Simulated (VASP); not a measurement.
# Sr (P6/mmm) in VASP: further runs

The runs below take Sr through single point, relaxation of cell and atoms, with PBE.

All numbers are computed with VASP 6.6.1; they aren't measurements. Logs are shortened: lines on timing, memory, paths and dates and some standing lists are left out, and cuts for length are marked.

### Step 1. The cell of the first run

The structure is hexagonal, space group P6/mmm (No. 191). Conventional cell: a = 5.174 Å, b = 5.174 Å, c = 3.037 Å, α = 90.00°, β = 90.00°, γ = 120.00°. Sr (site symmetry 6/mmm) has 14 Sr at 3.04 to 3.35 Å within 4.0 Å. Within 3.9 Å of Sr (site symmetry -6m2) lie 11 Sr at 2.99 to 3.35 Å.

### Step 2. Single point, PBE

Input file INCAR:

```
PREC     = Accurate       # precision mode
ENCUT    = 520            # plane-wave cutoff, eV
EDIFF    = 1E-6           # SCF threshold, eV
ISMEAR   = -1             # smearing method
SIGMA    = 0.05           # smearing width, eV
LREAL    = F              # projectors in reciprocal space
LASPH    = T              # aspherical terms in the spheres
NELM     = 80             # most SCF steps
ALGO     = Normal         # electronic algorithm
ISIF     = 2              # what is computed and relaxed
LWAVE    = F              # write WAVECAR
LCHARG   = F              # write CHGCAR
GGA      = PE             # functional
NBANDS   = 22             # bands
```

Input file KPOINTS:

```
regular mesh
0
Gamma
  7 7 10
```

Input file POSCAR:

```
Sr
1.0
    5.1740456079      0.0000000000      0.0000000000
   -2.5870228039      4.4808549368      0.0000000000
    0.0000000000      0.0000000000      3.0367939739
Sr
3
Direct
    0.0000000000      0.0000000000      0.0000000000
    0.3333333333      0.6666666667      0.5000000000
    0.6666666667      0.3333333333      0.5000000000
```

Potentials or basis: VASP PAW PBE potentials, release 64 (Sr_sv).

Launch:

```bash
$ cat potpaw_PBE.64/Sr_sv/POTCAR > POTCAR
$ mpirun -np 1 vasp_std > vasp.out
```

OUTCAR:

```text
PREC = Accurate
   ENCUT = 520
   EDIFF = 1E-6
   ISMEAR = -1
   LREAL = F
   LASPH = T
   NELM = 80
   ISIF = 2
   GGA = PE

 ion  position               nearest neighbor table
   1  0.000  0.000  0.000-   2 3.35   3 3.35   2 3.35   3 3.35   2 3.35   2 3.35   3 3.35   3 3.35
                             3 3.35   3 3.35   2 3.35   2 3.35
   2  0.333  0.667  0.500-   3 2.99   3 2.99   3 2.99   1 3.35   1 3.35   1 3.35   1 3.35   1 3.35
                             1 3.35   3 4.26   3 4.26   3 4.26   3 4.26   3 4.26   3 4.26
   3  0.667  0.333  0.500-   2 2.99   2 2.99   2 2.99   1 3.35   1 3.35   1 3.35   1 3.35   1 3.35
                             1 3.35   2 4.26   2 4.26   2 4.26   2 4.26   2 4.26   2 4.26

  LATTYP: Found a hexagonal cell.
 ALAT       =     5.1740456079
 C/A-ratio  =     0.5869283350

  Lattice vectors:

 A1 = (   5.1740456079,   0.0000000000,   0.0000000000)
 A2 = (  -2.5870228039,   4.4808549368,   0.0000000000)
 A3 = (   0.0000000000,   0.0000000000,   3.0367939739)

Analysis of symmetry for initial positions (statically):
=====================================================================
 Subroutine PRICEL returns:
 Original cell was already a primitive cell.

 Routine SETGRP: Setting up the symmetry group for a
 hexagonal supercell.

 Subroutine GETGRP returns: Found 24 space group operations
 (whereof 24 operations were pure point group operations)
 out of a pool of 24 trial point group operations.

The static configuration has the point symmetry D_6h.

Analysis of symmetry for dynamics (positions and initial velocities):
=====================================================================
 Subroutine PRICEL returns:
 Original cell was already a primitive cell.

 Routine SETGRP: Setting up the symmetry group for a
 hexagonal supercell.

 Subroutine GETGRP returns: Found 24 space group operations
 (whereof 24 operations were pure point group operations)
 out of a pool of 24 trial point group operations.

The dynamic configuration has the point symmetry D_6h.

 Subroutine INISYM returns: Found 24 space group operations
 (whereof 24 operations are pure point group operations),
 and found     1 'primitive' translations

----------------------------------------------------------------------------------------

                                     Primitive cell

  volume of cell :      70.4055

  direct lattice vectors                    reciprocal lattice vectors
     5.174045608  0.000000000  0.000000000     0.193272359  0.111585848  0.000000000
    -2.587022804  4.480854937  0.000000000     0.000000000  0.223171697  0.000000000
     0.000000000  0.000000000  3.036793974     0.000000000  0.000000000  0.329294647

  length of vectors
     5.174045608  5.174045608  3.036793974     0.223171697  0.223171697  0.329294647

  position of ions in fractional coordinates (direct lattice)
     0.000000000  0.000000000  0.000000000
     0.333333333  0.666666667  0.500000000
     0.666666667  0.333333333  0.500000000

  ion indices of the primitive-cell ions
   primitive index   ion index
                 1           1
                 2           2
                 3           3

----------------------------------------------------------------------------------------

 KPOINTS: regular mesh

Automatic generation of k-mesh.
 Grid dimensions read from file:
 generate k-points for:    7    7   10

 Generating k-lattice:

  Cartesian coordinates                     Fractional coordinates (reciprocal lattice)
     0.027610337  0.015940835  0.000000000     0.142857143 -0.000000000  0.000000000
     0.000000000  0.031881671  0.000000000     0.000000000  0.142857143  0.000000000
     0.000000000  0.000000000  0.032929465     0.000000000  0.000000000  0.100000000

  Length of vectors
     0.031881671  0.031881671  0.032929465

  Shift w.r.t. Gamma in fractional coordinates (k-lattice)
     0.000000000  0.000000000  0.000000000

 Subroutine IBZKPT returns following result:
 ===========================================

 Found     48 irreducible k-points:

 Following reciprocal coordinates:
            Coordinates               Weight
  0.000000  0.000000  0.000000      1.000000
  0.142857  0.000000  0.000000      6.000000
  0.285714 -0.000000  0.000000      6.000000
  0.428571 -0.000000  0.000000      6.000000
  0.142857  0.142857  0.000000      6.000000
  0.285714  0.142857  0.000000     12.000000
[... 16 lines left out ...]
  0.428571  0.142857  0.200000     12.000000
  0.285714  0.285714  0.200000     12.000000
 [... further k-points ...]
   k-points           NKPTS =     48   k-points in BZ     NKDIM =     48   number of bands    NBANDS=     22
   number of dos      NEDOS =    301   number of ions     NIONS =      3
   total plane-waves  NPLWV =  38400
   dimension x,y,z NGX =    40 NGY =   40 NGZ =   24
   dimension x,y,z NGXF=    80 NGYF=   80 NGZF=   48
   ions per type =               3
   NGX,Y,Z   is equivalent  to a cutoff of  12.85, 12.85, 13.14 a.u.
   NGXF,Y,Z  is equivalent  to a cutoff of  25.70, 25.70, 26.28 a.u.
 SYSTEM =  unknown system
   PREC   = accura    normal or accurate (medium, high low for compatibility)
   ISTART =      0    job   : 0-new  1-cont  2-samecut
   ICHARG =      2    charge: 1-file 2-atom 10-const
   ISPIN  =      1    spin polarized calculation?
   LNONCOLLINEAR =      F non collinear calculations
   LSORBIT =      F    spin-orbit coupling
   LASPH  =      T    aspherical Exc in radial PAW
   ENCUT  =  520.0 eV  38.22 Ry    6.18 a.u.   9.62  9.62  5.65*2*pi/ulx,y,z
   NELM   =     80;   NELMIN=  2; NELMDL= -5     # of ELM steps
   EDIFF  = 0.1E-05   stopping-criterion for ELM
   LREAL  =      F    real-space projection
   EDIFFG = 0.1E-04   stopping-criterion for IOM
   NSW    =      0    number of steps for IOM
   IBRION =     -1    ionic relax: 0-MD 1-quasi-New 2-CG
   NFREE  =      0    steps in history (QN), initial steepest desc. (CG)
   ISIF   =      2    stress and relaxation
   ISYM   =      2    0-nonsym 1-usesym 2-fastsym
   POTIM  = 0.5000    time-step for ionic-motion
   TEBEG  =    0.0;   TEEND  =   0.0 temperature during run
   PSTRESS=    0.0 pullay stress
   NELECT =      30.0000    total number of electrons
   NUPDOWN=      -1.0000    fix difference up-down
   EMIN   =  10.00;   EMAX   =-10.00  energy-range for DOS
   EFERMI =   0.00;   METHOD = LEGACY
   ISMEAR =    -1;   SIGMA  =   0.05  broadening in eV -4-tet -1-fermi 0-gaus
   EFERMI_NEDOS =   21; number of points for ismear=-14 and -15
   IALGO  =     38    algorithm
   IMIX   =      4    mixing-type and parameters
     AMIX     =   0.40;   BMIX     =  1.00
     AMIX_MAG =   1.60;   BMIX_MAG =  1.00
  volume/ion in A,a.u.               =      23.47       158.37
  Fermi-wavevector in a.u.,A,eV,Ry     =   1.231912  2.327977 20.648306  1.517608
  Thomas-Fermi vector in A             =   2.366703
   LORBIT       =      0    0 simple, 1 ext, 2 COOP (PROOUT), +10 PAW based schemes
   GGA     = PE    functional components
[... 5 lines left out ...]
 non-spin polarized calculation
  energy-cutoff  :      520.00
  volume of cell :       70.41
 maximum number of plane-waves:      1931
 NGX is ok and might be reduce to    40
   NGX = 19   NGY = 19   NGZ = 11

 number of electron      30.0000000 magnetization

 Free energy of the ion-electron system (eV)
  ---------------------------------------------------
  ext. energy  EPLUGINS =         0.00000000
  ---------------------------------------------------
  free energy    TOTEN  =         0.95943278 eV

  energy without entropy =        0.98812598  energy(sigma->0) =        0.97377938

 E-fermi :   5.4508     XC(G=0): -10.5155

 val. band max:        5.4347419897   @ k =   0.4286   0.1429   0.5000
 cond. band min:       5.4595163833   @ k =   0.1429   0.1429   0.4000
 fundamental gap:      0.0247743936
 Fermi energy:         5.4507788286

 k-point     1 :       0.0000    0.0000    0.0000
  band No.  band energies     occupation
      1     -30.3298      2.00000
      2     -29.7766      2.00000
      3     -29.6901      2.00000
      4     -13.0458      2.00000
      5     -13.0458      2.00000
      6     -12.5461      2.00000
[... 14 lines left out ...]
     21       9.4814      0.00000
     22       9.4814      0.00000

 k-point     2 :       0.1429    0.0000    0.0000
  band No.  band energies     occupation
      1     -30.3013      2.00000
      2     -29.7986      2.00000
      3     -29.7002      2.00000
      4     -13.2086      2.00000
      5     -13.1264      2.00000
      6     -12.3335      2.00000
[... 14 lines left out ...]
     21       9.0528      0.00000
     22       9.7502      0.00000

 k-point     3 :       0.2857   -0.0000    0.0000
  band No.  band energies     occupation
      1     -30.2235      2.00000
      2     -29.8604      2.00000
      3     -29.7244      2.00000
      4     -13.4207      2.00000
      5     -13.0912      2.00000
      6     -11.9802      2.00000
[... 14 lines left out ...]
     21       8.7623      0.00000
     22       9.8515      0.00000

 k-point     4 :       0.4286   -0.0000    0.0000
  band No.  band energies     occupation
      1     -30.1250      2.00000
      2     -29.9459      2.00000
      3     -29.7441      2.00000
      4     -13.5406      2.00000
      5     -12.8387      2.00000
      6     -12.2348      2.00000
[... 14 lines left out ...]
     21       9.2882      0.00000
     22       9.6158      0.00000

 k-point     5 :       0.1429    0.1429    0.0000
  band No.  band energies     occupation
      1     -30.2481      2.00000
      2     -29.8391      2.00000
      3     -29.7189      2.00000
      4     -13.3107      2.00000
      5     -13.1942      2.00000
      6     -12.0286      2.00000
[... 417 lines left out ...]
 k-point    22 :       0.2857    0.1429    0.2000
  band No.  band energies     occupation
      1     -30.0586      2.00000
      2     -29.8229      2.00000
      3     -29.6626      2.00000
      4     -13.2624      2.00000
      5     -12.9226      2.00000
      6     -12.2695      2.00000
[... 14 lines left out ...]
     21       8.9877      0.00000
     22       9.1014      0.00000

 k-point    23 :       0.4286    0.1429    0.2000
  band No.  band energies     occupation
      1     -29.9944      2.00000
      2     -29.8809      2.00000
      3     -29.6713      2.00000
      4     -13.3016      2.00000
      5     -12.7712      2.00000
      6     -12.4803      2.00000
[... 14 lines left out ...]
     21       8.9467      0.00000
     22       9.0992      0.00000

 k-point    24 :       0.2857    0.2857    0.2000
  band No.  band energies     occupation
      1     -29.9789      2.00000
      2     -29.8885      2.00000
      3     -29.6799      2.00000
      4     -13.2379      2.00000
      5     -12.8079      2.00000
      6     -12.5234      2.00000
[... 14 lines left out ...]
     21       8.6907      0.00000
     22       9.0854      0.00000

 [... further k-points ...]

------------------------ aborting loop because EDIFF is reached ----------------------------------------

  FORCE on cell =-STRESS in cart. coord.  units (eV):
  Direction    XX          YY          ZZ          XY          YZ          ZX
  --------------------------------------------------------------------------------------
  -------------------------------------------------------------------------------------
  Total       14.7181503     14.7181503     14.7213754      0.0000000     -0.0000000      0.0000000
  in kB      334.9325452    334.9325452    335.0059376      0.0000000     -0.0000000      0.0000000
  external PRESSURE =     334.9570093 kB  Pullay stress =       0.0000000 kB

 VOLUME and BASIS-vectors are now :
 -----------------------------------------------------------------------------
  energy-cutoff  :      520.00
  volume of cell :       70.41
      direct lattice vectors                 reciprocal lattice vectors
     5.174045608  0.000000000  0.000000000     0.193272359  0.111585848  0.000000000
    -2.587022804  4.480854937  0.000000000     0.000000000  0.223171697  0.000000000
     0.000000000  0.000000000  3.036793974     0.000000000  0.000000000  0.329294647

 POSITION                                       TOTAL-FORCE (eV/Angst)
 -----------------------------------------------------------------------------------
      0.00000      0.00000      0.00000         0.000000      0.000000      0.000000
     -0.00000      2.98724      1.51840        -0.000000      0.000000      0.000000
      2.58702      1.49362      1.51840        -0.000000      0.000000     -0.000000
 -----------------------------------------------------------------------------------
    total drift:                                0.000000     -0.000000      0.000000

  FREE ENERGIE OF THE ION-ELECTRON SYSTEM (eV)
  ---------------------------------------------------
  free  energy   TOTEN  =         0.9594327847 eV

  energy  without entropy=        0.9881259781  energy(sigma->0) =        0.97377938
```

Run time: 24 s. Hardware: 1 thread of Intel Xeon 6975P-C (Granite Rapids), shared host; peak memory 0.21 GiB.

Results:

```yaml
Free_energy: 0.9594 eV
Pressure: 33.5 GPa
Band_gap_on_the_k_mesh: zero (band 15 reaches 7.00 eV, above the bottom of band 16 at 4.96 eV)
```

[end of part 1 of 2]
